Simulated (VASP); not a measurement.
# P (Fd-3m) in VASP: further runs

Runs on P. Level: PBEsol. Tasks: single point.

Everything below comes from runs of VASP 6.6.1. Logs are shortened: lines on timing, memory, paths and dates and some standing lists are left out, and cuts for length are marked.

**1. The cell of the first run**

The structure is cubic, space group Fd-3m (No. 227). Conventional cell: a = 5.240 Å, b = 5.240 Å, c = 5.240 Å, α = 90.00°, β = 90.00°, γ = 90.00°. Within 3.0 Å of P (site symmetry -43m) lie 4 P at 2.27 Å.

This isn't the form of P at room conditions, which is orthorhombic.

**2. Single point, PBEsol (17.98 Å³/atom)**

Input file INCAR:

```
SYSTEM = P
ALGO = Normal
EDIFF = 1E-6
ENCUT = 520
GGA = PS
ISIF = 2
ISMEAR = -1
LASPH = .True.
LCHARG = .False.
LREAL = .False.
LWAVE = .False.
NBANDS = 12
NELM = 80
PREC = Accurate
SIGMA = 0.08
```

Input file KPOINTS:

```
k-points
0
Gamma
  12 12 12
  0 0 0
```

Input file POSCAR:

```
P
1.0
    0.0000000000      2.6199575538      2.6199575538
    2.6199575538      0.0000000000      2.6199575538
    2.6199575538      2.6199575538      0.0000000000
P
2
Direct
   -0.1250000000     -0.1250000000     -0.1250000000
    0.1250000000      0.1250000000      0.1250000000
```

Potentials or basis: VASP PAW PBE potentials, release 64 (P).

Launch:

```console
> cat potpaw_PBE.64/P/POTCAR > POTCAR
> mpirun -np 1 vasp_std > vasp.out
```

OUTCAR:

```text
SYSTEM = P
   EDIFF = 1E-6
   ENCUT = 520
   GGA = PS
   ISIF = 2
   ISMEAR = -1
   LASPH = .True.
   LREAL = .False.
   NELM = 80
   PREC = Accurate

 ion  position               nearest neighbor table
   1  0.875  0.875  0.875-   2 2.27   2 2.27   2 2.27   2 2.27
   2  0.125  0.125  0.125-   1 2.27   1 2.27   1 2.27   1 2.27

  LATTYP: Found a face centered cubic cell.
 ALAT       =     5.2399151076

  Lattice vectors:

 A1 = (   0.0000000000,   2.6199575538,   2.6199575538)
 A2 = (   2.6199575538,   0.0000000000,   2.6199575538)
 A3 = (   2.6199575538,   2.6199575538,   0.0000000000)

Analysis of symmetry for initial positions (statically):
=====================================================================
 Subroutine PRICEL returns:
 Original cell was already a primitive cell.

 Routine SETGRP: Setting up the symmetry group for a
 face centered cubic supercell.

 Subroutine GETGRP returns: Found 48 space group operations
 (whereof 12 operations were pure point group operations)
 out of a pool of 48 trial point group operations.

The static configuration has the point symmetry D_3d.
 The point group associated with its full space group is O_h .

Analysis of symmetry for dynamics (positions and initial velocities):
=====================================================================
 Subroutine PRICEL returns:
 Original cell was already a primitive cell.

 Routine SETGRP: Setting up the symmetry group for a
 face centered cubic supercell.

 Subroutine GETGRP returns: Found 48 space group operations
 (whereof 12 operations were pure point group operations)
 out of a pool of 48 trial point group operations.

The dynamic configuration has the point symmetry D_3d.
 The point group associated with its full space group is O_h .

 Subroutine INISYM returns: Found 48 space group operations
 (whereof 12 operations are pure point group operations),
 and found     1 'primitive' translations

----------------------------------------------------------------------------------------

                                     Primitive cell

  volume of cell :      35.9677

  direct lattice vectors                    reciprocal lattice vectors
     0.000000000  2.619957554  2.619957554    -0.190842786  0.190842786  0.190842786
     2.619957554  0.000000000  2.619957554     0.190842786 -0.190842786  0.190842786
     2.619957554  2.619957554  0.000000000     0.190842786  0.190842786 -0.190842786

  length of vectors
     3.705179505  3.705179505  3.705179505     0.330549402  0.330549402  0.330549402

  position of ions in fractional coordinates (direct lattice)
     0.875000000  0.875000000  0.875000000
     0.125000000  0.125000000  0.125000000

  ion indices of the primitive-cell ions
   primitive index   ion index
                 1           1
                 2           2

----------------------------------------------------------------------------------------

 KPOINTS: k-points

Automatic generation of k-mesh.
 Grid dimensions read from file:
 generate k-points for:   12   12   12

 Generating k-lattice:

  Cartesian coordinates                     Fractional coordinates (reciprocal lattice)
    -0.015903566  0.015903566  0.015903566     0.083333333  0.000000000  0.000000000
     0.015903566 -0.015903566  0.015903566     0.000000000  0.083333333  0.000000000
     0.015903566  0.015903566 -0.015903566     0.000000000  0.000000000  0.083333333

  Length of vectors
     0.027545784  0.027545784  0.027545784

  Shift w.r.t. Gamma in fractional coordinates (k-lattice)
     0.000000000  0.000000000  0.000000000

 Subroutine IBZKPT returns following result:
 ===========================================

 Found     72 irreducible k-points:

 Following reciprocal coordinates:
            Coordinates               Weight
  0.000000  0.000000  0.000000      1.000000
  0.083333  0.000000  0.000000      8.000000
  0.166667  0.000000  0.000000      8.000000
  0.250000  0.000000  0.000000      8.000000
  0.333333  0.000000  0.000000      8.000000
  0.416667  0.000000  0.000000      8.000000
[... 16 lines left out ...]
  0.500000  0.166667  0.000000     24.000000
 -0.416667  0.166667  0.000000     24.000000
 [... further k-points ...]
   k-points           NKPTS =     72   k-points in BZ     NKDIM =     72   number of bands    NBANDS=     12
   number of dos      NEDOS =    301   number of ions     NIONS =      2
   total plane-waves  NPLWV =  21952
   dimension x,y,z NGX =    28 NGY =   28 NGZ =   28
   dimension x,y,z NGXF=    56 NGYF=   56 NGZF=   56
   ions per type =               2
   NGX,Y,Z   is equivalent  to a cutoff of  12.56, 12.56, 12.56 a.u.
   NGXF,Y,Z  is equivalent  to a cutoff of  25.13, 25.13, 25.13 a.u.
 SYSTEM =  P
   PREC   = accura    normal or accurate (medium, high low for compatibility)
   ISTART =      0    job   : 0-new  1-cont  2-samecut
   ICHARG =      2    charge: 1-file 2-atom 10-const
   ISPIN  =      1    spin polarized calculation?
   LNONCOLLINEAR =      F non collinear calculations
   LSORBIT =      F    spin-orbit coupling
   LASPH  =      T    aspherical Exc in radial PAW
   ENCUT  =  520.0 eV  38.22 Ry    6.18 a.u.   6.89  6.89  6.89*2*pi/ulx,y,z
   NELM   =     80;   NELMIN=  2; NELMDL= -5     # of ELM steps
   EDIFF  = 0.1E-05   stopping-criterion for ELM
   LREAL  =      F    real-space projection
   EDIFFG = 0.1E-04   stopping-criterion for IOM
   NSW    =      0    number of steps for IOM
   IBRION =     -1    ionic relax: 0-MD 1-quasi-New 2-CG
   NFREE  =      0    steps in history (QN), initial steepest desc. (CG)
   ISIF   =      2    stress and relaxation
   ISYM   =      2    0-nonsym 1-usesym 2-fastsym
   POTIM  = 0.5000    time-step for ionic-motion
   TEBEG  =    0.0;   TEEND  =   0.0 temperature during run
   PSTRESS=    0.0 pullay stress
   NELECT =      10.0000    total number of electrons
   NUPDOWN=      -1.0000    fix difference up-down
   EMIN   =  10.00;   EMAX   =-10.00  energy-range for DOS
   EFERMI =   0.00;   METHOD = LEGACY
   ISMEAR =    -1;   SIGMA  =   0.08  broadening in eV -4-tet -1-fermi 0-gaus
   EFERMI_NEDOS =   21; number of points for ismear=-14 and -15
   IALGO  =     38    algorithm
   IMIX   =      4    mixing-type and parameters
     AMIX     =   0.40;   BMIX     =  1.00
     AMIX_MAG =   1.60;   BMIX_MAG =  1.00
  volume/ion in A,a.u.               =      17.98       121.36
  Fermi-wavevector in a.u.,A,eV,Ry     =   1.068490  2.019154 15.533384  1.141671
  Thomas-Fermi vector in A             =   2.204140
   LORBIT       =      0    0 simple, 1 ext, 2 COOP (PROOUT), +10 PAW based schemes
   GGA     = PS    functional components
   LHFCALC =     F    Hartree Fock is set to
   AEXX    =    0.0000 exact exchange contribution
   IVDW    =     0    specifies the selected vdW correction
   LEPSILON=     F    determine dielectric tensor
   LRPA    =     F    only Hartree local field effects (RPA)
 non-spin polarized calculation
  energy-cutoff  :      520.00
  volume of cell :       35.97
 maximum number of plane-waves:       982
   NGX = 13   NGY = 13   NGZ = 13

 number of electron      10.0000002 magnetization

 Free energy of the ion-electron system (eV)
  ---------------------------------------------------
  ext. energy  EPLUGINS =         0.00000000
  ---------------------------------------------------
  free energy    TOTEN  =       -10.41807259 eV

  energy without entropy =      -10.39932882  energy(sigma->0) =      -10.40870070

 E-fermi :   7.5221     XC(G=0): -10.2525

 val. band max:        7.5062305826   @ k =   0.0833   0.0000   0.0000
 cond. band min:       7.5433219342   @ k =  -0.4167   0.4167   0.0000
 fundamental gap:      0.0370913516
 Fermi energy:         7.5220673419

 k-point     1 :       0.0000    0.0000    0.0000
  band No.  band energies     occupation
      1      -8.7480      2.00000
      2       4.0164      2.00000
      3       4.0164      2.00000
      4       4.0164      2.00000
      5       5.1775      2.00000
      6       7.3172      1.85652
      7       7.3172      1.85652
      8       7.3172      1.85652
      9      13.5361      0.00000
     10      14.0427      0.00000
     11      14.0427      0.00000
     12      17.8003      0.00000

 k-point     2 :       0.0833    0.0000    0.0000
  band No.  band energies     occupation
      1      -8.6579      2.00000
      2       2.8524      2.00000
      3       3.8928      2.00000
      4       3.8928      2.00000
      5       5.8871      2.00000
      6       7.5062      1.09866
      7       7.5062      1.09866
      8       7.6500      0.33611
      9      13.7926      0.00000
     10      13.7926      0.00000
     11      13.8990      0.00000
     12      17.4895      0.00000

 k-point     3 :       0.1667    0.0000    0.0000
  band No.  band energies     occupation
      1      -8.3915      2.00000
      2       1.2339      2.00000
      3       3.6110      2.00000
      4       3.6110      2.00000
      5       5.9921      2.00000
      6       7.9356      0.01131
      7       7.9356      0.01131
      8       8.8995      0.00000
      9      13.4324      0.00000
     10      13.4324      0.00000
     11      14.7064      0.00000
     12      17.0891      0.00000
[... 286 lines left out ...]
 k-point    23 :       0.5000    0.1667    0.0000
  band No.  band energies     occupation
      1      -6.3806      2.00000
      2      -3.0712      2.00000
      3       1.3571      2.00000
      4       2.3632      2.00000
      5       6.5797      1.99998
      6       8.7147      0.00000
      7       9.7264      0.00000
      8      11.5482      0.00000
      9      14.8144      0.00000
     10      16.4496      0.00000
     11      16.9159      0.00000
     12      17.7381      0.00000

 k-point    24 :      -0.4167    0.1667    0.0000
  band No.  band energies     occupation
      1      -6.2881      2.00000
      2      -3.2059      2.00000
      3       1.1729      2.00000
      4       2.5214      2.00000
      5       6.6071      1.99998
      6       8.8288      0.00000
      7       9.5077      0.00000
      8      12.8126      0.00000
      9      13.7181      0.00000
     10      14.7469      0.00000
     11      17.3860      0.00000
     12      18.4704      0.00000

 [... further k-points ...]

------------------------ aborting loop because EDIFF is reached ----------------------------------------

  FORCE on cell =-STRESS in cart. coord.  units (eV):
  Direction    XX          YY          ZZ          XY          YZ          ZX
  --------------------------------------------------------------------------------------
  -------------------------------------------------------------------------------------
  Total        1.1023906      1.1023906      1.1023906     -0.0000000      0.0000000      0.0000000
  in kB       49.1058601     49.1058601     49.1058601     -0.0000000      0.0000000      0.0000000
  external PRESSURE =      49.1058601 kB  Pullay stress =       0.0000000 kB

 VOLUME and BASIS-vectors are now :
 -----------------------------------------------------------------------------
  energy-cutoff  :      520.00
  volume of cell :       35.97
      direct lattice vectors                 reciprocal lattice vectors
     0.000000000  2.619957554  2.619957554    -0.190842786  0.190842786  0.190842786
     2.619957554  0.000000000  2.619957554     0.190842786 -0.190842786  0.190842786
     2.619957554  2.619957554  0.000000000     0.190842786  0.190842786 -0.190842786

 POSITION                                       TOTAL-FORCE (eV/Angst)
 -----------------------------------------------------------------------------------
      4.58493      4.58493      4.58493        -0.000000     -0.000000     -0.000000
      0.65499      0.65499      0.65499         0.000000      0.000000      0.000000
 -----------------------------------------------------------------------------------
    total drift:                               -0.000000     -0.000000     -0.000000

  FREE ENERGIE OF THE ION-ELECTRON SYSTEM (eV)
  ---------------------------------------------------
  free  energy   TOTEN  =       -10.4180725882 eV

  energy  without entropy=      -10.3993288166  energy(sigma->0) =      -10.40870070
```

Run time: 30 s. Hardware: 1 thread of Intel Xeon Platinum 8375C at 2.90GHz (Ice Lake), shared host; peak memory 0.15 GiB.

Results:

```
Free energy            : -10.4181 eV
Pressure               : 4.9 GPa
Band gap on the k mesh : zero (bands 5 and 6 overlap by 3.50 eV)
```

Caveat: the cell stands under pressure; the PAW data sets were made with another functional, which shifts forces and pressure a little.

**3. Single point, PBEsol**

This run uses another cell than the first one, of 19.55 Å³/atom.

Input file INCAR:

```
  PREC = Accurate
  ENCUT = 520
  EDIFF = 1E-6
  ISMEAR = -1
  SIGMA = 0.08
  LREAL = F
  LASPH = T
  NELM = 100
  ALGO = Normal
  ISIF = 2
  LWAVE = F
  LCHARG = F
  GGA = PS
  NBANDS = 12
```

Input file KPOINTS:

```
regular mesh
0
Gamma
  12 12 12
```

Input file POSCAR:

```
P
1.0
    0.0000000000      2.6937977110      2.6937977110
    2.6937977110      0.0000000000      2.6937977110
    2.6937977110      2.6937977110      0.0000000000
P
2
Direct
   -0.1250000000     -0.1250000000     -0.1250000000
    0.1250000000      0.1250000000      0.1250000000
```

Potentials or basis: VASP PAW PBE potentials, release 64 (P).

Launch:

```console
> cat potpaw_PBE.64/P/POTCAR > POTCAR
> mpirun -np 1 vasp_std > vasp.out
```

Run time: 39 s. Hardware: 1 thread of Intel Xeon 8259CL, shared host; peak memory 0.16 GiB.

The run converged. Its results:

| Quantity | Value |
| --- | --- |
| Free energy | -10.4648 eV |
| Pressure | 0.1 GPa |
| Band gap on the k mesh | zero (bands 5 and 6 overlap by 3.02 eV) |

Levels at points of the mesh, in eV from the Fermi level:
| k point | band 1 | band 2 | band 3 | band 4 | band 5 | band 6 | band 7 | band 8 | band 9 | band 10 |
| --- | --- | --- | --- | --- | --- | --- | --- | --- | --- | --- |
| (0.00, 0.00, 0.00) | -15.49 | -3.24 | -3.24 | -3.24 | -3.06 | -0.06 | -0.06 | -0.06 | 5.84 | 6.67 |
| (0.50, 0.00, 0.00) | -13.51 | -10.24 | -4.32 | -4.32 | -2.39 | 1.19 | 1.19 | 5.79 | 8.27 | 8.59 |
| (0.50, 0.50, 0.00) | -11.73 | -11.73 | -5.69 | -5.69 | -1.41 | -1.41 | 6.03 | 6.03 | 8.81 | 8.81 |

Caveat: the PAW data sets were made with another functional, which shifts forces and pressure a little.

**4. Single point, PBEsol (19.55 Å³/atom)**

This run uses another cell than the first one, of 19.55 Å³/atom.

Input file INCAR:

```
SYSTEM = P
  ALGO = Normal
  EDIFF = 1E-7
  ENCUT = 520
  GGA = PS
  ISIF = 2
  ISMEAR = -1
  LASPH = .True.
  LCHARG = .True.
  LELF = .True.
  LREAL = .False.
  LVHAR = .True.
  LWAVE = .False.
  NBANDS = 12
  NELM = 80
  PREC = Accurate
  SIGMA = 0.08
```

Input file KPOINTS:

```
k-points
0
Gamma
  12 12 12
  0 0 0
```

POSCAR is that of step 3.

Potentials or basis: VASP PAW PBE potentials, release 64 (P).

Launch:

```console
> cat potpaw_PBE.64/P/POTCAR > POTCAR
> mpirun -np 1 vasp_std > vasp.out
```

OUTCAR:

```text
SYSTEM = P
   EDIFF = 1E-7
   ENCUT = 520
   GGA = PS
   ISIF = 2
   ISMEAR = -1
   LASPH = .True.
   LREAL = .False.
   NELM = 80
   PREC = Accurate

 ion  position               nearest neighbor table
   1  0.875  0.875  0.875-   2 2.33   2 2.33   2 2.33   2 2.33
   2  0.125  0.125  0.125-   1 2.33   1 2.33   1 2.33   1 2.33

  LATTYP: Found a face centered cubic cell.
 ALAT       =     5.3875954220

  Lattice vectors:

 A1 = (   0.0000000000,   2.6937977110,   2.6937977110)
[... 548 lines left out ...]

------------------------ aborting loop because EDIFF is reached ----------------------------------------

  FORCE on cell =-STRESS in cart. coord.  units (eV):
  Direction    XX          YY          ZZ          XY          YZ          ZX
  --------------------------------------------------------------------------------------
  -------------------------------------------------------------------------------------
  Total        0.0237112      0.0237112      0.0237112      0.0000000      0.0000000      0.0000000
  in kB        0.9717164      0.9717164      0.9717164      0.0000000      0.0000000      0.0000000
  external PRESSURE =       0.9717164 kB  Pullay stress =       0.0000000 kB

 VOLUME and BASIS-vectors are now :
 -----------------------------------------------------------------------------
  energy-cutoff  :      520.00
  volume of cell :       39.10
      direct lattice vectors                 reciprocal lattice vectors
     0.000000000  2.693797711  2.693797711    -0.185611562  0.185611562  0.185611562
     2.693797711  0.000000000  2.693797711     0.185611562 -0.185611562  0.185611562
     2.693797711  2.693797711  0.000000000     0.185611562  0.185611562 -0.185611562

 POSITION                                       TOTAL-FORCE (eV/Angst)
 -----------------------------------------------------------------------------------
      4.71415      4.71415      4.71415         0.000000      0.000000      0.000000
      0.67345      0.67345      0.67345        -0.000000     -0.000000     -0.000000
 -----------------------------------------------------------------------------------
    total drift:                                0.000000     -0.000000     -0.000000

  FREE ENERGIE OF THE ION-ELECTRON SYSTEM (eV)
  ---------------------------------------------------
  free  energy   TOTEN  =       -10.4648433006 eV

  energy  without entropy=      -10.4498481295  energy(sigma->0) =      -10.45734572
```

Run time: 43 s. Hardware: 1 thread of Intel Xeon 8259CL, shared host; peak memory 0.16 GiB.

Results:

```
Free energy            : -10.4648 eV
Pressure               : 0.1 GPa
Band gap on the k mesh : zero (bands 5 and 6 overlap by 3.02 eV)
```

Levels at points of the mesh, in eV from the Fermi level:
```tsv
k point	band 2	band 3	band 4	band 5	band 6	band 7	band 8	band 9
(0.00, 0.00, 0.00)	-3.24	-3.24	-3.24	-3.06	-0.06	-0.06	-0.06	5.84
(0.50, 0.00, 0.00)	-10.24	-4.32	-4.32	-2.39	1.19	1.19	5.79	8.27
(0.50, 0.50, 0.00)	-11.73	-5.69	-5.69	-1.41	-1.41	6.03	6.03	8.81
```

Caveat: the PAW data sets were made with another functional, which shifts forces and pressure a little.
